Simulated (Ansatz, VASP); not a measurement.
One calculation of TiC, two programs

```
Ti C
1.0
     0.00000    2.16400    2.16400
     2.16400    0.00000    2.16400
     2.16400    2.16400    0.00000
Ti C
1 1
Direct
  0.97112 0.97112 0.02888
  0.50000 0.50000 0.50000
```

Change from the starting cell: all Ti atoms moved +0.125 Å, as atom 1 towards its neighbour atom 2 (C) at 2.164 Å.

Alike in both runs: task single point; functional PBE; k mesh 18 × 18 × 18; occupations gaussian, width 0.15 eV; no spin polarisation.

```csv
,VASP,Ansatz
version,VASP 6.6.1,Ansatz 0.2.0
potentials or method,"VASP PAW PBE potentials, release 64 (Ti_sv, C), cutoff 520 eV","scalar-relativistic, plane waves, PAW"
valence electrons in the cell,16,16
```

|  | VASP | Ansatz | Ansatz less VASP |
| --- | --- | --- | --- |
| gap on the k mesh at the Fermi level (eV) | none | none | - |
| pressure (GPa) | 2.9 | 2.7 | -0.20 |
| traceless stress, the component that is largest in VASP (GPa) | 3.01 | 2.97 | -0.034 |
| rms of the force components (eV/Å) | 0.660 | 0.657 | -0.0036 |

Atom by atom the forces differ by 0.004 eV/Å (rms over components). A gap of «none» marks a metal or a gap that the smearing closes.
